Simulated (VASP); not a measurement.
# GeCN2 (R-3m) in VASP: a series of runs

The runs below take GeCN2 through single point, with r2SCAN.

Everything below comes from runs of VASP 6.6.1. Logs are shortened: lines on timing, memory, paths and dates and some standing lists are left out, and cuts for length are marked.

## (1) The cell of the first run

It takes space group R-3m (No. 166, trigonal). Conventional cell: a = 3.514 Å, b = 3.514 Å, c = 14.464 Å, α = 90.00°, β = 90.00°, γ = 120.00°. Ge (site symmetry -3m) has 6 N at 2.36 Å and 6 C at 3.15 Å within 3.2 Å. N (site symmetry 3m) has 1 C at 1.21 Å within 1.6 Å. C (site symmetry -3m) has 2 N at 1.21 Å within 1.6 Å.

## (2) Single point, r2SCAN

The input, POSCAR:

```
GeCN2
1.0
    1.7571721281      1.0145038012      4.8214809130
   -1.7571721281      1.0145038012      4.8214809130
    0.0000000000     -2.0290076023      4.8214809130
Ge N C
1 2 1
Direct
    0.0000000000      0.0000000000      0.0000000000
    0.5839044000      0.5839044000      0.5839044000
    0.4160956000      0.4160956000      0.4160956000
    0.5000000000      0.5000000000      0.5000000000
```

The input, INCAR.step1:

```
ALGO     = Normal         # electronic algorithm
EDIFF    = 1E-4           # SCF threshold, eV
ENCUT    = 520            # plane-wave cutoff, eV
GGA      = PE             # functional
ISMEAR   = -1             # smearing method
LASPH    = True           # aspherical terms in the spheres
LCHARG   = False          # write CHGCAR
LREAL    = False          # projectors in reciprocal space
LWAVE    = True           # write WAVECAR
NBANDS   = 22             # bands
NELM     = 80             # most SCF steps
PREC     = Accurate       # precision mode
SIGMA    = 0.05           # smearing width, eV
```

The input, INCAR.step2:

```
ALGO     = Normal         # electronic algorithm
EDIFF    = 1E-7           # SCF threshold, eV
ENCUT    = 520            # plane-wave cutoff, eV
ISIF     = 2              # what is computed and relaxed
ISMEAR   = -1             # smearing method
ISTART   = 1            
LASPH    = True           # aspherical terms in the spheres
LCHARG   = True           # write CHGCAR
LELF     = True           # ELF
LMIXTAU  = True         
LREAL    = False          # projectors in reciprocal space
LVHAR    = True         
LWAVE    = False          # write WAVECAR
METAGGA  = R2SCAN         # meta-GGA
NBANDS   = 22             # bands
NELM     = 80             # most SCF steps
PREC     = Accurate       # precision mode
SIGMA    = 0.05           # smearing width, eV
```

The input, KPOINTS:

```
k-points
0
Gamma
  9 9 9
```

Potentials or basis: VASP PAW PBE potentials, release 64 (Ge_d, N, C).

Started as:

```console
$ cat potpaw_PBE.64/Ge_d/POTCAR potpaw_PBE.64/N/POTCAR potpaw_PBE.64/C/POTCAR > POTCAR
$ cp INCAR.step1 INCAR
$ mpirun -np 1 vasp_std > vasp.out
$ cp INCAR.step2 INCAR
$ mpirun -np 1 vasp_std > vasp.out
```

OUTCAR:

```text
EDIFF = 1E-7
   ENCUT = 520
   ISIF = 2
   ISMEAR = -1
   ISTART = 1
   LASPH = True
   LREAL = False
   METAGGA = R2SCAN
   NELM = 80
   PREC = Accurate

 ion  position               nearest neighbor table
   1  0.000  0.000  0.000-
   2  0.584  0.584  0.584-   4 1.21
   3  0.416  0.416  0.416-   4 1.21
   4  0.500  0.500  0.500-   2 1.21   3 1.21

  LATTYP: Found a trigonal (rhomboedric) cell.
 ALAT       =     5.2310180696
 COS(alpha) =     0.7743235887

  Lattice vectors:

 A1 = (   1.7571721281,   1.0145038012,   4.8214809130)
 A2 = (  -1.7571721281,   1.0145038012,   4.8214809130)
 A3 = (   0.0000000000,  -2.0290076023,   4.8214809130)

Analysis of symmetry for initial positions (statically):
=====================================================================
 Subroutine PRICEL returns:
 Original cell was already a primitive cell.

 Routine SETGRP: Setting up the symmetry group for a
 trigonal (rhombohedral) supercell.

 Subroutine GETGRP returns: Found 12 space group operations
 (whereof 12 operations were pure point group operations)
 out of a pool of 12 trial point group operations.

The static configuration has the point symmetry D_3d.

Analysis of symmetry for dynamics (positions and initial velocities):
=====================================================================
 Subroutine PRICEL returns:
 Original cell was already a primitive cell.

 Routine SETGRP: Setting up the symmetry group for a
 trigonal (rhombohedral) supercell.

 Subroutine GETGRP returns: Found 12 space group operations
 (whereof 12 operations were pure point group operations)
 out of a pool of 12 trial point group operations.

The dynamic configuration has the point symmetry D_3d.

 Subroutine INISYM returns: Found 12 space group operations
 (whereof 12 operations are pure point group operations),
 and found     1 'primitive' translations

----------------------------------------------------------------------------------------

                                     Primitive cell

  volume of cell :      51.5703

  direct lattice vectors                    reciprocal lattice vectors
     1.757172128  1.014503801  4.821480913     0.284548105  0.164283925  0.069135052
    -1.757172128  1.014503801  4.821480913    -0.284548105  0.164283925  0.069135052
     0.000000000 -2.029007602  4.821480913     0.000000000 -0.328567851  0.069135052

  length of vectors
     5.231018070  5.231018070  5.231018070     0.335762547  0.335762547  0.335762547

  position of ions in fractional coordinates (direct lattice)
     0.000000000  0.000000000  0.000000000
     0.583904400  0.583904400  0.583904400
     0.416095600  0.416095600  0.416095600
     0.500000000  0.500000000  0.500000000

  ion indices of the primitive-cell ions
   primitive index   ion index
                 1           1
                 2           2
                 3           3
                 4           4

----------------------------------------------------------------------------------------

 KPOINTS: k-points

Automatic generation of k-mesh.
 Grid dimensions read from file:
 generate k-points for:    9    9    9

 Generating k-lattice:

  Cartesian coordinates                     Fractional coordinates (reciprocal lattice)
     0.031616456  0.018253769  0.007681672     0.111111111 -0.000000000 -0.000000000
    -0.031616456  0.018253769  0.007681672    -0.000000000  0.111111111 -0.000000000
     0.000000000 -0.036507539  0.007681672    -0.000000000 -0.000000000  0.111111111

  Length of vectors
     0.037306950  0.037306950  0.037306950

  Shift w.r.t. Gamma in fractional coordinates (k-lattice)
     0.000000000  0.000000000  0.000000000

 Subroutine IBZKPT returns following result:
 ===========================================

 Found     85 irreducible k-points:

 Following reciprocal coordinates:
            Coordinates               Weight
  0.000000  0.000000  0.000000      1.000000
  0.111111 -0.000000 -0.000000      6.000000
  0.222222 -0.000000 -0.000000      6.000000
  0.333333 -0.000000 -0.000000      6.000000
  0.444444 -0.000000 -0.000000      6.000000
  0.111111  0.111111 -0.000000      6.000000
[... 16 lines left out ...]
 -0.333333  0.333333  0.000000      6.000000
  0.444444  0.444444 -0.000000      6.000000
 [... further k-points ...]
   k-points           NKPTS =     85   k-points in BZ     NKDIM =     85   number of bands    NBANDS=     22
   number of dos      NEDOS =    301   number of ions     NIONS =      4
   total plane-waves  NPLWV =  64000
   dimension x,y,z NGX =    40 NGY =   40 NGZ =   40
   dimension x,y,z NGXF=    80 NGYF=   80 NGZF=   80
   ions per type =               1   2   1
   NGX,Y,Z   is equivalent  to a cutoff of  12.71, 12.71, 12.71 a.u.
   NGXF,Y,Z  is equivalent  to a cutoff of  25.42, 25.42, 25.42 a.u.
 SYSTEM =  unknown system
   PREC   = accura    normal or accurate (medium, high low for compatibility)
   ISTART =      1    job   : 0-new  1-cont  2-samecut
   ICHARG =      0    charge: 1-file 2-atom 10-const
   ISPIN  =      1    spin polarized calculation?
   LNONCOLLINEAR =      F non collinear calculations
   LSORBIT =      F    spin-orbit coupling
   LASPH  =      T    aspherical Exc in radial PAW
   ENCUT  =  520.0 eV  38.22 Ry    6.18 a.u.   9.73  9.73  9.73*2*pi/ulx,y,z
   NELM   =     80;   NELMIN=  2; NELMDL=  0     # of ELM steps
   EDIFF  = 0.1E-06   stopping-criterion for ELM
   LREAL  =      F    real-space projection
   EDIFFG = 0.1E-05   stopping-criterion for IOM
   NSW    =      0    number of steps for IOM
   IBRION =     -1    ionic relax: 0-MD 1-quasi-New 2-CG
   NFREE  =      0    steps in history (QN), initial steepest desc. (CG)
   ISIF   =      2    stress and relaxation
   ISYM   =      2    0-nonsym 1-usesym 2-fastsym
   POTIM  = 0.5000    time-step for ionic-motion
   TEBEG  =    0.0;   TEEND  =   0.0 temperature during run
   PSTRESS=    0.0 pullay stress
   NELECT =      28.0000    total number of electrons
   NUPDOWN=      -1.0000    fix difference up-down
   EMIN   =  10.00;   EMAX   =-10.00  energy-range for DOS
   EFERMI =   0.00;   METHOD = LEGACY
   ISMEAR =    -1;   SIGMA  =   0.05  broadening in eV -4-tet -1-fermi 0-gaus
   EFERMI_NEDOS =   21; number of points for ismear=-14 and -15
   IALGO  =     38    algorithm
   IMIX   =      4    mixing-type and parameters
     AMIX     =   0.40;   BMIX     =  1.00
     AMIX_MAG =   1.60;   BMIX_MAG =  1.00
  volume/ion in A,a.u.               =      12.89        87.00
  Fermi-wavevector in a.u.,A,eV,Ry     =   1.335552  2.523828 24.268716  1.783700
  Thomas-Fermi vector in A             =   2.464248
   LORBIT       =      0    0 simple, 1 ext, 2 COOP (PROOUT), +10 PAW based schemes
   METAGGA = R2SCAN    functional components
   LHFCALC =     F    Hartree Fock is set to
   AEXX    =    0.0000 exact exchange contribution
   IVDW    =     0    specifies the selected vdW correction
   LEPSILON=     F    determine dielectric tensor
   LRPA    =     F    only Hartree local field effects (RPA)
 non-spin polarized calculation
  energy-cutoff  :      520.00
  volume of cell :       51.57
 maximum number of plane-waves:      1421
   NGX = 19   NGY = 19   NGZ = 19

 number of electron      28.0000000 magnetization

 Free energy of the ion-electron system (eV)
  ---------------------------------------------------
  ext. energy  EPLUGINS =         0.00000000
  ---------------------------------------------------
  free energy    TOTEN  =       -40.59910666 eV

  energy without entropy =      -40.59910621  energy(sigma->0) =      -40.59910644

 E-fermi :   4.7230     XC(G=0): -10.7694

 val. band max:        4.1512285667   @ k =  -0.4444  -0.4444   0.2222
 cond. band min:       5.2026671001   @ k =   0.4444   0.4444   0.4444
 fundamental gap:      1.0514385335
 Fermi energy:         4.7230050153

 k-point     1 :       0.0000    0.0000    0.0000
  band No.  band energies     occupation
      1     -21.4251      2.00000
      2     -21.4251      2.00000
      3     -21.4187      2.00000
      4     -21.4069      2.00000
      5     -21.4069      2.00000
      6     -16.9730      2.00000
[... 14 lines left out ...]
     21      14.9657      0.00000
     22      15.4055      0.00000

 k-point     2 :       0.1111   -0.0000   -0.0000
  band No.  band energies     occupation
      1     -21.4273      2.00000
      2     -21.4229      2.00000
      3     -21.4171      2.00000
      4     -21.4085      2.00000
      5     -21.4070      2.00000
      6     -16.9290      2.00000
[... 14 lines left out ...]
     21      13.9420      0.00000
     22      15.4352      0.00000

 k-point     3 :       0.2222   -0.0000   -0.0000
  band No.  band energies     occupation
      1     -21.4340      2.00000
      2     -21.4180      2.00000
      3     -21.4141      2.00000
      4     -21.4106      2.00000
      5     -21.4066      2.00000
      6     -16.8148      2.00000
[... 14 lines left out ...]
     21      12.7230      0.00000
     22      16.2538      0.00000

 k-point     4 :       0.3333   -0.0000   -0.0000
  band No.  band energies     occupation
      1     -21.4425      2.00000
      2     -21.4162      2.00000
      3     -21.4150      2.00000
      4     -21.4064      2.00000
      5     -21.4036      2.00000
      6     -16.6794      2.00000
[... 14 lines left out ...]
     21      13.1992      0.00000
     22      16.7727      0.00000

 k-point     5 :       0.4444   -0.0000   -0.0000
  band No.  band energies     occupation
      1     -21.4483      2.00000
      2     -21.4180      2.00000
      3     -21.4146      2.00000
      4     -21.4030      2.00000
      5     -21.4000      2.00000
      6     -16.5877      2.00000
[... 417 lines left out ...]
 k-point    22 :      -0.4444    0.3333    0.0000
  band No.  band energies     occupation
      1     -21.4419      2.00000
      2     -21.4232      2.00000
      3     -21.4132      2.00000
      4     -21.4061      2.00000
      5     -21.4022      2.00000
      6     -16.4953      2.00000
[... 14 lines left out ...]
     21      15.1719      0.00000
     22      16.0484      0.00000

 k-point    23 :      -0.3333    0.3333    0.0000
  band No.  band energies     occupation
      1     -21.4336      2.00000
      2     -21.4316      2.00000
      3     -21.4083      2.00000
      4     -21.4083      2.00000
      5     -21.4046      2.00000
      6     -16.4925      2.00000
[... 14 lines left out ...]
     21      14.7857      0.00000
     22      15.8110      0.00000

 k-point    24 :       0.4444    0.4444   -0.0000
  band No.  band energies     occupation
      1     -21.4512      2.00000
      2     -21.4186      2.00000
      3     -21.4144      2.00000
      4     -21.4029      2.00000
      5     -21.4000      2.00000
      6     -16.5102      2.00000
[... 14 lines left out ...]
     21      13.9990      0.00000
     22      17.0506      0.00000

 [... further k-points ...]

------------------------ aborting loop because EDIFF is reached ----------------------------------------

  FORCE on cell =-STRESS in cart. coord.  units (eV):
  Direction    XX          YY          ZZ          XY          YZ          ZX
  --------------------------------------------------------------------------------------
  -------------------------------------------------------------------------------------
  Total        0.4235279      0.4235279      4.9893408      0.0000000      0.0000000      0.0000000
  in kB       13.1580916     13.1580916    155.0079821      0.0000000      0.0000000      0.0000000
  external PRESSURE =      60.4413884 kB  Pullay stress =       0.0000000 kB

 VOLUME and BASIS-vectors are now :
 -----------------------------------------------------------------------------
  energy-cutoff  :      520.00
  volume of cell :       51.57
      direct lattice vectors                 reciprocal lattice vectors
     1.757172128  1.014503801  4.821480913     0.284548105  0.164283925  0.069135052
    -1.757172128  1.014503801  4.821480913    -0.284548105  0.164283925  0.069135052
     0.000000000 -2.029007602  4.821480913     0.000000000 -0.328567851  0.069135052

 POSITION                                       TOTAL-FORCE (eV/Angst)
 -----------------------------------------------------------------------------------
      0.00000      0.00000      0.00000         0.000000     -0.000000      0.000000
      0.00000      0.00000      8.44585        -0.000000      0.000000      1.641370
      0.00000      0.00000      6.01859        -0.000000     -0.000000     -1.641370
      0.00000      0.00000      7.23222        -0.000000     -0.000000      0.000000
 -----------------------------------------------------------------------------------
    total drift:                               -0.000000      0.000000     -0.000000

  FREE ENERGIE OF THE ION-ELECTRON SYSTEM (eV)
  ---------------------------------------------------
  free  energy   TOTEN  =       -40.5991066642 eV

  energy  without entropy=      -40.5991062112  energy(sigma->0) =      -40.59910644
```

Run time: 12 min. Hardware: 1 thread of Intel Xeon Platinum 8488C (Sapphire Rapids), shared host; peak memory 0.31 GiB.

What came out:

```yaml
Free_energy: -40.5991 eV
Pressure: 6.0 GPa
Largest_force: 1.641 eV/Å
Band_gap_on_the_k_mesh: 1.05 eV (least direct gap 1.85 eV)
```

Forces in eV/Å, atoms in the order of the input:
```
Ge   0.000  0.000  0.000
N    0.000  0.000  1.641
N    0.000  0.000 -1.641
C    0.000  0.000  0.000
```

Stress tensor (GPa, compression positive):
```
 1.32  0.00  0.00
 0.00  1.32  0.00
 0.00  0.00 15.50
```

Caveat: the cell stands under pressure; the PAW data sets were made with another functional, which shifts forces and pressure a little; an odd mesh through Γ misses points on the zone boundary, where band edges can lie.

## (3) Single point, r2SCAN

This run uses another cell than the first one, of 13.99 Å³/atom.

The input, POSCAR:

```
GeCN2
1.0
    1.8056701223      1.0425041312      4.9545539055
   -1.8056701223      1.0425041312      4.9545539055
    0.0000000000     -2.0850082624      4.9545539055
Ge N C
1 2 1
Direct
    0.0000000000      0.0000000000      0.0000000000
    0.5839044000      0.5839044000      0.5839044000
    0.4160956000      0.4160956000      0.4160956000
    0.5000000000      0.5000000000      0.5000000000
```

The input, INCAR.step1:

```
SYSTEM = GeCN2
ALGO = Normal ; EDIFF = 1E-4
ENCUT = 520 ; GGA = PE
ISMEAR = -1 ; LASPH = .TRUE.
LCHARG = .FALSE. ; LREAL = .FALSE.
LWAVE = .TRUE. ; NBANDS = 22
NELM = 100 ; PREC = Accurate
SIGMA = 0.05
```

The input, INCAR.step2:

```
SYSTEM = GeCN2
ALGO = Normal ; EDIFF = 1E-6
ENCUT = 520 ; ISIF = 2
ISMEAR = -1 ; ISTART = 1
LASPH = .TRUE. ; LCHARG = .FALSE.
LMIXTAU = .TRUE. ; LREAL = .FALSE.
LWAVE = .FALSE. ; METAGGA = R2SCAN
NBANDS = 22 ; NELM = 100
PREC = Accurate ; SIGMA = 0.05
```

The input, KPOINTS:

```
k-points
0
G
  9 9 9
  0 0 0
```

Potentials or basis: VASP PAW PBE potentials, release 64 (Ge_d, N, C).

Started as:

```console
$ cat potpaw_PBE.64/Ge_d/POTCAR potpaw_PBE.64/N/POTCAR potpaw_PBE.64/C/POTCAR > POTCAR
$ cp INCAR.step1 INCAR
$ mpirun -np 1 vasp_std > vasp.out
$ cp INCAR.step2 INCAR
$ mpirun -np 1 vasp_std > vasp.out
```

Run time: 11 min. Hardware: 1 thread of Intel Xeon Platinum 8488C (Sapphire Rapids), shared host; peak memory 0.32 GiB.

It converged, with:

| Item | Value |
| --- | --- |
| Free energy | -40.6028 eV |
| Pressure | -5.4 GPa |
| Largest force | 0.846 eV/Å |
| Band gap on the k mesh | 1.26 eV (least direct gap 2.20 eV) |

Forces in eV/Å, atoms in the order of the input:
```
Ge   0.000  0.000  0.000
N    0.000  0.000 -0.846
N    0.000  0.000  0.846
C    0.000  0.000  0.000
```

Stress tensor (GPa, compression positive):
```
 -3.11   0.00   0.00
  0.00  -3.11   0.00
  0.00   0.00 -10.09
```

Levels at points of the mesh, in eV from the valence-band top:
```csv
k point,band 11,band 12,band 13,band 14,band 15,band 16,band 17,band 18
"(0.00, 0.00, 0.00)",-5.34,-2.34,-1.95,-1.95,2.69,3.45,3.45,5.34
```

Caveat: the cell stands under tension; the PAW data sets were made with another functional, which shifts forces and pressure a little; an odd mesh through Γ misses points on the zone boundary, where band edges can lie.
